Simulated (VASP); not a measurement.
Input of a VASP 6.6.1 run:

INCAR

```
  ALGO = Normal
  EDIFF = 1E-6
  ENCUT = 520
  GGA = PS
  ISIF = 2
  ISMEAR = 0
  LASPH = True
  LCHARG = False
  LREAL = False
  LWAVE = False
  NBANDS = 18
  NELM = 100
  PREC = Accurate
  SIGMA = 0.15
```

KPOINTS

```
k-points
0
Gamma
  14 14 14
```

File POSCAR:

```
BiTe
1.0
    0.0000000000      3.2350000000      3.2350000000
    3.2350000000      0.0000000000      3.2350000000
    3.2350000000      3.2350000000      0.0000000000
Bi Te
1 1
Direct
   -0.0077279753      0.0077279753      0.0077279753
    0.5000000000      0.5000000000      0.5000000000
```

Potentials or basis: VASP PAW PBE potentials, release 64 (Bi_d, Te).

Run with:

```sh
$ cat potpaw_PBE.64/Bi_d/POTCAR potpaw_PBE.64/Te/POTCAR > POTCAR
$ mpirun -np 1 vasp_std > vasp.out
```

(1) Estimate the band gap on the k mesh.

(2) Estimate the largest force.

(3) Estimate the pressure.

Results:

(1) zero (an odd number of electrons rules out a gap without spin polarisation).

(2) 0.115 eV/Å.

(3) -1.7 GPa.

Caveat: the cell differs from its parent crystal (all Bi atoms moved +0.050 Å, as atom 1 along Cartesian [1 0 0]); the PAW data sets were made with another functional, which shifts forces and pressure a little; spin-orbit coupling is left out, which moves the levels of the heavy elements.
